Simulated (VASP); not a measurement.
Write the native input for VASP 6.6.1 that does the following.

| Property | Result |
| --- | --- |
| Task | single point |
| Functional | LDA |
| Potentials or basis | VASP PAW LDA potentials, release 64 (Cu, O) |
| Cutoff | 520 eV |
| k mesh | 7 × 7 × 4 |
| Occupations | gaussian, width 0.05 eV |
| Spin | collinear spin, ferromagnetic start |
| Starting moments | [0.51, 0.51, 0.28, 0.28] μB |
| Fixed moment | 1.5 μB |
| Hubbard terms | Cu d U = 5.0 eV |
| Dipole correction | no |
| Further INCAR settings | ALGO = Normal; EDIFF = 1e-06; NBANDS = 29 |

The structure of CuO lies in POSCAR:

```
CuO
1.0
    2.3446497600     -1.7133998200      0.0000000000
    2.3446497600      1.7133998200      0.0000000000
   -0.8605499100      0.0000000000      5.0594394800
Cu O
2 2
Direct
    0.0032000000      0.4968000000      0.0000000000
    0.4968000000      0.0032000000      0.5000000000
    0.5714000000      0.4056000000      0.2537000000
    0.4056000000      0.5714000000      0.7537000000
```

One way to write it, as run:

INCAR

```
SYSTEM = CuO
PREC     = Accurate       ! precision mode
ENCUT    = 520            ! plane-wave cutoff, eV
EDIFF    = 1E-6           ! SCF threshold, eV
ISMEAR   = 0              ! smearing method
SIGMA    = 0.05           ! smearing width, eV
LREAL    = .False.        ! projectors in reciprocal space
LASPH    = .True.         ! aspherical terms in the spheres
NELM     = 150            ! most SCF steps
ALGO     = Normal         ! electronic algorithm
ISIF     = 2              ! what is computed and relaxed
LWAVE    = .False.        ! write WAVECAR
LCHARG   = .False.        ! write CHGCAR
ISPIN    = 2              ! spin polarisation
MAGMOM   = 0.51 0.51 0.28 0.28 ! initial moments
LORBIT   = 11             ! projections on sites
NUPDOWN  = 1.5            ! fixed moment
LMAXMIX  = 4              ! l up to which the mixer works
LDAU     = .True.         ! DFT+U
LDAUTYPE = 2            
LDAUL    = 2 -1           ! shell
LDAUU    = 5 0            ! U, eV
LDAUJ    = 0 0          
LDAUPRINT= 1            
GGA      = CA             ! functional
NBANDS   = 29             ! bands
```

KPOINTS

```
regular mesh
0
Gamma
  7 7 4
  0 0 0
```

Potentials or basis: VASP PAW LDA potentials, release 64 (Cu, O).

Launch:

```sh
$ cat potpaw_LDA.64/Cu/POTCAR potpaw_LDA.64/O/POTCAR > POTCAR
$ mpirun -np 1 vasp_std > vasp.out
```

Results of the run:

- Pressure: -11.7 GPa
- Largest force: 0.735 eV/Å
- Net moment: 1.50 μB per cell
- Site moments: Cu +0.50; O +0.22 μB
- Valence electrons inside the program's atomic spheres: Cu 9.98; O 4.93

Caveat: the cell stands under tension; the total moment is fixed, so each spin has its own Fermi level.

It took 2.1 min on 1 thread of AMD EPYC 7R13 Processor (Zen 3), with other jobs on the host, peak memory 0.19 GiB.
